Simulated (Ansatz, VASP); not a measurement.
This is a calculation of Al2O3 for VASP 6.6.1.

The input POSCAR:

```
Al2O3
1.0
    3.0174825440      0.0000000000      0.0000000000
   -1.5087412720      2.6132165386      0.0000000000
    0.0000000000      0.0000000000      7.5746360022
Al O
2 3
Direct
    0.0000000000      0.0000000000      0.7220490000
    0.0000000000      0.0000000000      0.2779510000
    0.0000000000      0.0000000000      0.5000000000
    0.6666666667      0.3333333333      0.8005460000
    0.3333333333      0.6666666667      0.1994540000
```

Contents of INCAR.step1:

```
PREC = Accurate ; ENCUT = 520
EDIFF = 1E-5 ; ISMEAR = -1
SIGMA = 0.05 ; LREAL = False
LASPH = True ; NELM = 60
ALGO = Normal ; ISIF = 2
LWAVE = True ; GGA = PE
NBANDS = 20
```

File INCAR.step2:

```
PREC = Accurate ; ENCUT = 520
EDIFF = 1E-7 ; ISMEAR = -1
SIGMA = 0.05 ; LREAL = False
LASPH = True ; NELM = 60
ALGO = Normal ; ISIF = 2
LWAVE = False ; LCHARG = True
METAGGA = R2SCAN ; LHFCALC = True
AEXX = 0.25 ; LMIXTAU = True
PRECFOCK = Fast ; LELF = True
LVHAR = True ; ISTART = 1
NBANDS = 20
```

KPOINTS

```
Automatic mesh
0
Gamma
  6 6 2
```

Potentials or basis: VASP PAW PBE potentials, release 64 (Al, O).

Command:

```console
$ cat potpaw_PBE.64/Al/POTCAR potpaw_PBE.64/O/POTCAR > POTCAR
$ cp INCAR.step1 INCAR
$ mpirun -np 1 vasp_std > vasp.out
$ cp INCAR.step2 INCAR
$ mpirun -np 1 vasp_std > vasp.out
```

Question: Set up the same calculation for Ansatz 0.2.0. Potentials there: Ansatz PAW.

Answer: As run (the cutoff follows the program's own potentials):

The input input.yaml:

```yaml
crystal:
  lattice:
    - [3.017482544, 0.0, 0.0]
    - [-1.508741272, 2.6132165386, 0.0]
    - [0.0, 0.0, 7.5746360022]
  atoms:
    - { symbol: Al, position: [0.0, 0.0, 0.722049] }
    - { symbol: Al, position: [0.0, 0.0, 0.277951] }
    - { symbol: O, position: [0.0, 0.0, 0.5] }
    - { symbol: O, position: [0.6666666667, 0.3333333333, 0.800546] }
    - { symbol: O, position: [0.3333333333, 0.6666666667, 0.199454] }
hamiltonian:
  xc: r2scan0
  pseudopotentials: { kind: paw }
kpoints:
  mp_grid: { grid: [6, 6, 2] }
scf:
  occupations: { method: fermi_dirac, width: 0.05 }
output:
  forces: true
  stress: true
  eigenvalues: true
```

Potentials or basis: Ansatz PAW.

Run with:

```console
$ ansatz run input.yaml --threads 2 --pin off --max-ram 5632MiB --backend cpu --events-out ev --progress --plain --runs-dir out
```

Both were run:

|  | VASP | Ansatz | Ansatz less VASP |
| --- | --- | --- | --- |
| gap on the k mesh at the Fermi level (eV) | 5.11 | 5.11 | +0.007 |
| least direct gap on the mesh (eV) | 5.11 | 5.11 | +0.007 |
| pressure (GPa) | -8.5 | -8.7 | -0.19 |
| traceless stress, the component that is largest in VASP (GPa) | -0.92 | -1.37 | -0.449 |
| rms of the force components (eV/Å) | 0.242 | 0.254 | +0.0118 |

VASP's potentials were made for PBE, not for r2SCAN0. Atom by atom the forces differ by 0.032 eV/Å (rms over components).
